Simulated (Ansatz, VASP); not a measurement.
## ZnSe: VASP beside Ansatz

INCAR

```
SYSTEM = ZnSe
PREC     = Accurate       ! precision mode
ENCUT    = 520            ! plane-wave cutoff, eV
EDIFF    = 1E-7           ! SCF threshold, eV
ISMEAR   = 0              ! smearing method
SIGMA    = 0.05           ! smearing width, eV
LREAL    = .False.        ! projectors in reciprocal space
LASPH    = .True.         ! aspherical terms in the spheres
NELM     = 80             ! most SCF steps
ALGO     = Normal         ! electronic algorithm
ISIF     = 2              ! what is computed and relaxed
LWAVE    = .False.        ! write WAVECAR
LCHARG   = .False.        ! write CHGCAR
GGA      = PE             ! functional
NBANDS   = 16             ! bands
```

File KPOINTS:

```
regular mesh
0
Gamma
  10 10 10
  0 0 0
```

File POSCAR:

```
ZnSe
1.0
    0.0000000000      2.9964572978      2.7650247280
    2.7650247280      0.0000000000      2.7650247280
    2.7650247280      2.9964572978      0.0000000000
Zn Se
1 1
Direct
    0.0000000000      0.0000000000      0.0000000000
    0.7500000000      0.7500000000      0.7500000000
```

Input for Ansatz:

```yaml
crystal:
  lattice:
    - [0.0, 2.9964572978, 2.765024728]
    - [2.765024728, 0.0, 2.765024728]
    - [2.765024728, 2.9964572978, 0.0]
  atoms:
    - { symbol: Zn, position: [0.0, 0.0, 0.0] }
    - { symbol: Se, position: [0.75, 0.75, 0.75] }
basis:
  ecutwfc: 520.0
kpoints:
  mp_grid: { grid: [10, 10, 10] }
hamiltonian:
  xc: pbe
  pseudopotentials: { kind: paw, azcp: { folder: soft_1 } }
scf:
  occupations: { method: gaussian, width: 0.05 }
output:
  forces: true
  stress: true
  eigenvalues: true
  write_density: true
  write_potential: true
  elf: true
  volumetric_format: npy
```

Alike in both runs: task single point; functional PBE; k mesh 10 × 10 × 10; occupations gaussian, width 0.05 eV; no spin polarisation.

|  | VASP | Ansatz |
| --- | --- | --- |
| version | VASP 6.6.1 | Ansatz 0.2.0 |
| potentials or method | VASP PAW PBE potentials, release 64 (Zn, Se), cutoff 520 eV | scalar-relativistic, plane waves, PAW |
| valence electrons in the cell | 18 | 28 |

```tsv
	VASP	Ansatz	Ansatz less VASP
gap on the k mesh at the Fermi level (eV)	1.12	1.12	-0.004
least direct gap on the mesh (eV)	1.12	1.12	-0.004
pressure (GPa)	1.8	1.5	-0.24
traceless stress, the component that is largest in VASP (GPa)	-2.11	-2.12	-0.013
```

VASP's potentials hold 18 valence electrons a cell and Ansatz's 28, so a difference there can come from the potentials and not from the codes.
